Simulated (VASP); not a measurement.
# Al2Au (Fm-3m) in VASP: settings compared, part 2 of 2

VASP 6.6.1. The steps go on from the part before.

### 4 Relaxation of cell and atoms, PBEsol

File INCAR:

```
ALGO = Normal
EDIFF = 1E-7
EDIFFG = -0.01
ENCUT = 600
GGA = PS
IBRION = 2
ISIF = 3
ISMEAR = -1
LASPH = True
LCHARG = False
LREAL = False
LWAVE = False
NELM = 100
NSW = 60
PREC = Accurate
SIGMA = 0.05
```

File KPOINTS:

```
k-points
0
Gamma
  8 8 8
```

File POSCAR:

```
Al2Au
1.0
    0.0000000000      3.0000000000      3.0000000000
    3.0000000000      0.0000000000      3.0000000000
    3.0000000000      3.0000000000      0.0000000000
Au Al
1 2
Direct
    0.0000000000      0.0000000000      0.0000000000
    0.7500000000      0.7500000000      0.7500000000
    0.2500000000      0.2500000000      0.2500000000
```

Potentials or basis: VASP PAW PBE potentials, release 64 (Au, Al).

Run with:

```console
$ cat potpaw_PBE.64/Au/POTCAR potpaw_PBE.64/Al/POTCAR > POTCAR
$ mpirun -np 1 vasp_std > vasp.out
```

OUTCAR:

```text
EDIFF = 1E-7
   EDIFFG = -0.01
   ENCUT = 600
   GGA = PS
   IBRION = 2
   ISIF = 3
   ISMEAR = -1
   LASPH = True
   LREAL = False
   NELM = 100
   NSW = 60
   PREC = Accurate

 ion  position               nearest neighbor table
   1  0.000  0.000  0.000-   2 2.60   2 2.60   2 2.60   2 2.60   3 2.60   3 2.60   3 2.60   3 2.60

   2  0.750  0.750  0.750-   1 2.60   1 2.60   1 2.60   1 2.60   3 3.00   3 3.00   3 3.00   3 3.00
                             3 3.00   3 3.00
   3  0.250  0.250  0.250-   1 2.60   1 2.60   1 2.60   1 2.60   2 3.00   2 3.00   2 3.00   2 3.00
                             2 3.00   2 3.00

  LATTYP: Found a face centered cubic cell.
 ALAT       =     6.0000000000

  Lattice vectors:

 A1 = (   0.0000000000,   3.0000000000,   3.0000000000)
 A2 = (   3.0000000000,   0.0000000000,   3.0000000000)
 A3 = (   3.0000000000,   3.0000000000,   0.0000000000)

Analysis of symmetry for initial positions (statically):
=====================================================================
 Subroutine PRICEL returns:
 Original cell was already a primitive cell.

 Routine SETGRP: Setting up the symmetry group for a
 face centered cubic supercell.

 Subroutine GETGRP returns: Found 48 space group operations
 (whereof 48 operations were pure point group operations)
 out of a pool of 48 trial point group operations.

The static configuration has the point symmetry O_h .

Analysis of symmetry for dynamics (positions and initial velocities):
=====================================================================
 Subroutine PRICEL returns:
 Original cell was already a primitive cell.

 Routine SETGRP: Setting up the symmetry group for a
 face centered cubic supercell.

 Subroutine GETGRP returns: Found 48 space group operations
 (whereof 48 operations were pure point group operations)
 out of a pool of 48 trial point group operations.

The dynamic configuration has the point symmetry O_h .
[... 125 lines left out ...]
   LORBIT       =      0    0 simple, 1 ext, 2 COOP (PROOUT), +10 PAW based schemes
   GGA     = PS    functional components
   LHFCALC =     F    Hartree Fock is set to
   AEXX    =    0.0000 exact exchange contribution
   IVDW    =     0    specifies the selected vdW correction
   LEPSILON=     F    determine dielectric tensor
   LRPA    =     F    only Hartree local field effects (RPA)
 conjugate gradient relaxation of ions
 non-spin polarized calculation
  energy-cutoff  :      600.00
  volume of cell :       54.00
 maximum number of plane-waves:      1826
 NGX is ok and might be reduce to    36
   NGX = 17   NGY = 17   NGZ = 17

 number of electron      17.0000001 magnetization

 Free energy of the ion-electron system (eV)
  ---------------------------------------------------
  ext. energy  EPLUGINS =         0.00000000
  ---------------------------------------------------
  free energy    TOTEN  =       -13.48721196 eV

  energy without entropy =      -13.47866303  energy(sigma->0) =      -13.48293750

 E-fermi :   7.6887     XC(G=0): -10.6397

 val. band max:        7.6762809296   @ k =  -0.1250   0.1250   0.0000
 cond. band min:       7.7113266146   @ k =   0.3750   0.1250   0.0000
 fundamental gap:      0.0350456850
 Fermi energy:         7.6886854438

 k-point     1 :       0.0000    0.0000    0.0000
  band No.  band energies     occupation
      1      -2.8747      2.00000
      2       1.0810      2.00000
      3       1.0810      2.00000
      4       1.0810      2.00000
      5       2.0416      2.00000
      6       2.0416      2.00000
      7       9.9629      0.00000
      8      10.6135      0.00000
      9      10.6135      0.00000
     10      10.6135      0.00000
     11      11.6172      0.00000
     12      11.6172      0.00000
[... 331 lines left out ...]
 k-point    24 :      -0.3750    0.2500    0.1250
  band No.  band energies     occupation
      1      -0.2919      2.00000
      2       0.8202      2.00000
      3       1.4311      2.00000
      4       1.5565      2.00000
      5       1.9629      2.00000
      6       2.2226      2.00000
      7       2.7674      2.00000
      8       5.6175      2.00000
      9       6.8615      2.00000
     10      10.6110      0.00000
     11      11.5634      0.00000
     12      13.5896      0.00000

 [... further k-points ...]
[... 5 lines left out ...]
  --------------------------------------------------------------------------------------
  -------------------------------------------------------------------------------------
  Total       -0.0257920     -0.0257920     -0.0257920     -0.0000000      0.0000000      0.0000000
  in kB       -0.7652475     -0.7652475     -0.7652475     -0.0000000      0.0000000      0.0000000
  external PRESSURE =      -0.7652475 kB  Pullay stress =       0.0000000 kB

 VOLUME and BASIS-vectors are now :
 -----------------------------------------------------------------------------
  energy-cutoff  :      600.00
  volume of cell :       54.00
      direct lattice vectors                 reciprocal lattice vectors
     0.000000000  3.000000000  3.000000000    -0.166666667  0.166666667  0.166666667
     3.000000000  0.000000000  3.000000000     0.166666667 -0.166666667  0.166666667
     3.000000000  3.000000000  0.000000000     0.166666667  0.166666667 -0.166666667

 POSITION                                       TOTAL-FORCE (eV/Angst)
 -----------------------------------------------------------------------------------
      0.00000      0.00000      0.00000         0.000000      0.000000     -0.000000
      4.50000      4.50000      4.50000         0.000000      0.000000      0.000000
      1.50000      1.50000      1.50000        -0.000000     -0.000000     -0.000000
 -----------------------------------------------------------------------------------
    total drift:                               -0.000000      0.000000      0.000000

  FREE ENERGIE OF THE ION-ELECTRON SYSTEM (eV)
  ---------------------------------------------------
  free  energy   TOTEN  =       -13.4872119632 eV

  energy  without entropy=      -13.4786630290  energy(sigma->0) =      -13.48293750

 reached required accuracy - stopping structural energy minimisation
```

OSZICAR:

```text
N       E                     dE             d eps       ncg     rms          rms(c)
DAV:   1     0.689890283888E+02    0.68989E+02   -0.77812E+03   712   0.133E+03
DAV:   2    -0.124971693981E+02   -0.81486E+02   -0.74835E+02   780   0.219E+02
DAV:   3    -0.148595910911E+02   -0.23624E+01   -0.23183E+01   856   0.363E+01
DAV:   4    -0.148812447552E+02   -0.21654E-01   -0.21621E-01   812   0.400E+00
DAV:   5    -0.148815408493E+02   -0.29609E-03   -0.29606E-03   892   0.507E-01    0.932E+00
DAV:   6    -0.136099646095E+02    0.12716E+01   -0.69428E+00   800   0.295E+01    0.394E+00
DAV:   7    -0.135241010769E+02    0.85864E-01   -0.32085E-01   752   0.673E+00    0.178E+00
DAV:   8    -0.134889357241E+02    0.35165E-01   -0.28270E-02   828   0.125E+00    0.421E-01
DAV:   9    -0.134871577491E+02    0.17780E-02   -0.38101E-03   792   0.723E-01    0.201E-01
DAV:  10    -0.134872197819E+02   -0.62033E-04   -0.17690E-04   808   0.122E-01    0.389E-02
DAV:  11    -0.134872119780E+02    0.78039E-05   -0.10368E-05   816   0.293E-02    0.130E-02
DAV:  12    -0.134872119632E+02    0.14808E-07   -0.96409E-07   804   0.816E-03
   1 F= -.13487212E+02 E0= -.13482937E+02  d E =-.134872E+02
```

CONTCAR:

```text
Al2Au
   1.00000000000000
     0.0000000000000000    3.0000000000000000    3.0000000000000000
     3.0000000000000000    0.0000000000000000    3.0000000000000000
     3.0000000000000000    3.0000000000000000    0.0000000000000000
  Au              Al
     1     2
Direct
     0.0000000000000000    0.0000000000000000    0.0000000000000000
     0.7500000000000000    0.7500000000000000    0.7500000000000000
     0.2500000000000000    0.2500000000000000    0.2500000000000000

  0.00000000E+00  0.00000000E+00  0.00000000E+00
  0.00000000E+00  0.00000000E+00  0.00000000E+00
  0.00000000E+00  0.00000000E+00  0.00000000E+00
```

Wall time 34 s (1 thread of AMD EPYC 7R43 (Zen 3), shared host); peak memory 0.18 GiB.

What came out:

* Free energy: -13.4872 eV
* Pressure after relaxing: -0.1 GPa

Final structure:
```
CELL_PARAMETERS angstrom
0.00000 3.00000 3.00000
3.00000 0.00000 3.00000
3.00000 3.00000 0.00000
ATOMIC_POSITIONS crystal
Au 0.00000 0.00000 0.00000
Al 0.75000 0.75000 0.75000
Al 0.25000 0.25000 0.25000
```

Levels at points of the mesh, in eV from the Fermi level:
| k point | band 7 | band 8 | band 9 | band 10 | band 11 | band 12 |
| --- | --- | --- | --- | --- | --- | --- |
| (0.00, 0.00, 0.00) | 2.27 | 2.92 | 2.92 | 2.92 | 3.93 | 3.93 |
| (0.50, 0.00, 0.00) | -5.47 | 0.36 | 0.36 | 3.26 | 3.60 | 3.82 |
| (0.50, 0.50, 0.00) | -5.04 | -2.11 | -2.11 | 1.29 | 2.03 | 7.66 |

Caveat: the relaxation stopped at its first step, so nothing moved; the PAW data sets were made with another functional, which shifts forces and pressure a little; spin-orbit coupling is left out, which moves the levels of the heavy elements.

### 5 The runs side by side

```csv
level,potentials or basis,gap on the mesh (eV),pressure (GPa),relaxed volume (Å³/atom)
LDA,"VASP PAW LDA potentials, release 64 (Au, Al)",none,0.0,17.63
PBE,"VASP PAW PBE potentials, release 64 (Au, Al)",none,0.0,18.51
PBEsol,"VASP PAW PBE potentials, release 64 (Au, Al)",none,-0.1,-
```

Alike in all rows: task relaxation of cell and atoms; no spin polarisation; cell relaxed; k mesh 8 × 8 × 8; cutoff (eV) 600; smearing fermi-dirac 0.05 eV.

Caveats: spin-orbit coupling is left out, which moves the levels of the heavy elements; the relaxation stopped at its first step, so nothing moved (some runs); the PAW data sets were made with another functional, which shifts forces and pressure a little (some runs).

Total energies depend on the potentials used, so only differences within one code and one set of settings carry meaning.
